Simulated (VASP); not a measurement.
Here is a VASP 6.6.1 calculation.

Contents of INCAR:

```
SYSTEM = Nb
ALGO = Fast ; EDIFF = 1E-6
ENCUT = 520 ; GGA = PE
ISIF = 2 ; ISMEAR = 1
LASPH = .TRUE. ; LCHARG = .FALSE.
LREAL = .FALSE. ; LWAVE = .FALSE.
NBANDS = 12 ; NELM = 80
PREC = Accurate ; SIGMA = 0.1
```

KPOINTS

```
k-points
0
G
  16 15 18
  0 0 0
```

Contents of POSCAR:

```
Nb
1.0
   -1.4545883700      1.6009203400      1.6273015200
    1.6190107300     -1.9818268200      2.1726303600
    1.2182993000      1.7455377500     -2.0082080000
Nb
1
Direct
    0.0000000000      0.0000000000      0.0000000000
```

Potentials or basis: VASP PAW PBE potentials, release 64 (Nb_sv).

Launch:

```bash
$ cat potpaw_PBE.64/Nb_sv/POTCAR > POTCAR
$ mpirun -np 1 vasp_std > vasp.out
```

(1) What does it give for the pressure?

## Answers

(1) 11.0 GPa.
